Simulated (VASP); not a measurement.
Input of a VASP 6.6.1 run:

File INCAR:

```
SYSTEM = Mg
  PREC = Accurate
  ENCUT = 520
  EDIFF = 1E-6
  ISMEAR = 0
  SIGMA = 0.15
  LREAL = .FALSE.
  LASPH = .TRUE.
  NELM = 60
  ALGO = Normal
  ISIF = 2
  LWAVE = .FALSE.
  LCHARG = .TRUE.
  GGA = PS
  LELF = .TRUE.
  LVHAR = .TRUE.
  NBANDS = 9
```

File KPOINTS:

```
Automatic mesh
0
G
  18 18 10
  0 0 0
```

File POSCAR:

```
Mg
1.0
    3.2092715325      0.0000000000      0.0000000000
   -1.6046357662      2.7793106748      0.0000000000
    0.0000000000      0.0000000000      5.2103300000
Mg
2
Direct
    0.3333333333      0.6666666667      0.2116147154
    0.6666666667      0.3333333333      0.7500000000
```

Potentials or basis: VASP PAW PBE potentials, release 64 (Mg).

Run with:

```console
$ cat potpaw_PBE.64/Mg/POTCAR > POTCAR
$ mpirun -np 1 vasp_std > vasp.out
```

Problem. Estimate the largest force.

Solution. 0.524 eV/Å.

Problem. Estimate the band gap on the k mesh.

Solution. Zero (bands 2 and 3 overlap by 2.26 eV).

Problem. Predict the pressure.

Solution. -0.6 GPa.

Stress tensor (GPa, compression positive):
```
-0.81  0.00  0.00
 0.00 -0.81  0.00
 0.00  0.00 -0.32
```

Caveat: the cell differs from its parent crystal (atom 1 (Mg) moved by (+0.000, -0.200) A along x and z); the PAW data sets were made with another functional, which shifts forces and pressure a little.
